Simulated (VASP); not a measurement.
Runs of VASP 6.6.1 on AgBr. The structure is that of space group Fm-3m (No. 225), or close to it. The cells are those of the table. 

```csv
cell,gap on the mesh (eV),pressure (GPa)
"a = 4.130 Å, angles 60.0°, 2 atoms",(b),0.0
"a = 4.074 Å, angles 60.0°, 2 atoms",0.67,(a)
"a = 4.184 Å, angles 60.0°, 2 atoms",0.71,-1.4
"a = 4.102 Å, angles 60.0°, 2 atoms",0.68,0.8
```

Alike in all rows: task single point; level PBE; potentials or basis VASP PAW PBE potentials, release 64 (Ag, Br); no spin polarisation; k mesh 10 × 10 × 10; smearing gaussian 0.05 eV.

Q: Fill in the values left out.

A: (a) 1.7; (b) 0.69.

A k mesh can miss the band edges, and the runs leave out spin-orbit coupling on Ag, Br.
